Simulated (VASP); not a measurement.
Set up this calculation in VASP 6.6.1, as the native input.

```
Task                   : single point
Functional             : BLYP
Potentials or basis    : VASP PAW PBE potentials, release 64 (Y_sv)
Cutoff                 : 520 eV
k mesh                 : 8 × 8 × 3
Occupations            : fermi-dirac, width 0.05 eV
Spin                   : no spin polarisation
Dipole correction      : no
Further INCAR settings : ALGO = Normal; EDIFF = 1e-07; NBANDS = 30
```

The structure of Y lies in POSCAR:

```
Y
1.0
    3.6283477576      0.0000000000      0.0000000000
   -1.8141738788      3.1422413319      0.0000000000
    0.0000000000      0.0000000000     11.6949073343
Y
4
Direct
    0.6666666667      0.3333333333      0.7500000000
    0.0000000000      0.0000000000      0.5000000000
    0.3333333333      0.6666666667      0.2500000000
    0.0000000000      0.0000000000      0.0000000000
```

One way to write it, as run:

INCAR

```
PREC     = Accurate       # precision mode
ENCUT    = 520            # plane-wave cutoff, eV
EDIFF    = 1E-7           # SCF threshold, eV
ISMEAR   = -1             # smearing method
SIGMA    = 0.05           # smearing width, eV
LREAL    = F              # projectors in reciprocal space
LASPH    = T              # aspherical terms in the spheres
NELM     = 100            # most SCF steps
ALGO     = Normal         # electronic algorithm
ISIF     = 2              # what is computed and relaxed
LWAVE    = F              # write WAVECAR
LCHARG   = F              # write CHGCAR
GGA      = B5             # functional
ALDAX    = 1.0          
AGGAX    = 1.0          
AGGAC    = 1.0          
ALDAC    = 0.0          
NBANDS   = 30             # bands
```

KPOINTS

```
regular mesh
0
Gamma
  8 8 3
```

Potentials or basis: VASP PAW PBE potentials, release 64 (Y_sv).

Launch:

```sh
$ cat potpaw_PBE.64/Y_sv/POTCAR > POTCAR
$ mpirun -np 1 vasp_std > vasp.out
```

Results of the run:

```
Pressure               : -0.1 GPa
Band gap on the k mesh : zero (bands 22 and 23 overlap by 1.06 eV)
```

Caveat: the PAW data sets were made with another functional, which shifts forces and pressure a little.

Wall time 80 s on 1 thread of Intel(R) Xeon(R) 6975P-C (Granite Rapids), on a shared host, peak memory 0.27 GiB.
